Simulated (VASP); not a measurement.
Write the native input for VASP 6.6.1 that does the following.

| Quantity | Value |
| --- | --- |
| Task | single point |
| Functional | PBE |
| Potentials or basis | VASP PAW PBE potentials, release 64 (Cd, S) |
| Cutoff | 520 eV |
| k mesh | 9 × 9 × 9 |
| Occupations | fermi-dirac, width 0.03 eV |
| Spin | no spin polarisation |
| Dipole correction | no |
| Further INCAR settings | ALGO = Normal; EDIFF = 1e-06; NBANDS = 16 |

The structure of CdS lies in POSCAR:

```
CdS
1.0
    0.0000000000      2.9100000000      2.9100000000
    2.9100000000      0.0000000000      2.9100000000
    2.9100000000      2.9100000000      0.0000000000
Cd S
1 1
Direct
    0.0000000000      0.0000000000      0.0000000000
    0.7500000000      0.7500000000      0.7500000000
```

One way to write it, as run:

INCAR

```
SYSTEM = CdS
PREC = Accurate ; ENCUT = 520
EDIFF = 1E-6 ; ISMEAR = -1
SIGMA = 0.03 ; LREAL = .False.
LASPH = .True. ; NELM = 80
ALGO = Normal ; ISIF = 2
LWAVE = .False. ; LCHARG = .True.
GGA = PE ; LELF = .True.
LVHAR = .True. ; NBANDS = 16
```

KPOINTS

```
Automatic mesh
0
Gamma
  9 9 9
  0 0 0
```

Potentials or basis: VASP PAW PBE potentials, release 64 (Cd, S).

Command:

```sh
$ cat potpaw_PBE.64/Cd/POTCAR potpaw_PBE.64/S/POTCAR > POTCAR
$ mpirun -np 1 vasp_std > vasp.out
```

Results of the run:

```yaml
Pressure: 3.7 GPa
Band_gap_on_the_k_mesh: 1.16 eV, direct
```

Wall time 38 s on 1 thread of Intel Xeon 8259CL (shared host), peak memory 0.18 GiB.
